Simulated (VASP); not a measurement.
Write the native input for VASP 6.6.1 that does the following.

```
Task                   : relaxation of cell and atoms
Functional             : PBE
Potentials or basis    : VASP PAW PBE potentials, release 64 (Pd)
Cutoff                 : 600 eV
k mesh                 : 18 × 18 × 18
Occupations            : gaussian, width 0.1 eV
Spin                   : no spin polarisation
Dipole correction      : no
Further INCAR settings : ALGO = Fast; EDIFF = 1e-06; IBRION = 2; EDIFFG = -0.01; NSW = 100; ISIF = 3
```

The structure of Pd lies in POSCAR:

```
Pd
1.0
   -2.5042656320      2.5042656320      1.3493108207
    2.5042656320     -2.5042656320      1.3493108207
    2.5042656320      2.5042656320     -1.3493108207
Pd
2
Direct
    0.0000000000      0.0000000000      0.0000000000
    0.7500000000      0.2500000000      0.5000000000
```

These files were run (other wordings do the same):

INCAR

```
SYSTEM = Pd
PREC = Accurate
ENCUT = 600
EDIFF = 1E-6
ISMEAR = 0
SIGMA = 0.1
LREAL = .False.
LASPH = .True.
NELM = 60
ALGO = Fast
ISIF = 3
LWAVE = .False.
LCHARG = .False.
GGA = PE
IBRION = 2
NSW = 100
EDIFFG = -0.01
```

KPOINTS

```
regular mesh
0
Gamma
  18 18 18
  0 0 0
```

Potentials or basis: VASP PAW PBE potentials, release 64 (Pd).

Run with:

```bash
$ cat potpaw_PBE.64/Pd/POTCAR > POTCAR
$ mpirun -np 1 vasp_std > vasp.out
```

Results of the run:

```yaml
Relaxed_volume: 16.85 Å³/atom
Relaxed_cell: a = 3.786 Å, b = 3.786 Å, c = 3.786 Å, α = 97.25°, β = 97.25°, γ = 138.39°
Space_group_after_relaxing_to_0.05_Å: I4_1/amd (No. 141)
Energy_gained_by_relaxing: 0.2 meV/atom
Ionic_steps: 6
Pressure_after_relaxing: 0.0 GPa
Band_gap_on_the_k_mesh: zero (band 10 reaches 8.30 eV, above the bottom of band 11 at 7.28 eV)
```

Run time: 5.2 min on 1 thread of Intel(R) Xeon(R) 6975P-C (Granite Rapids), on a shared host, peak memory 0.38 GiB.
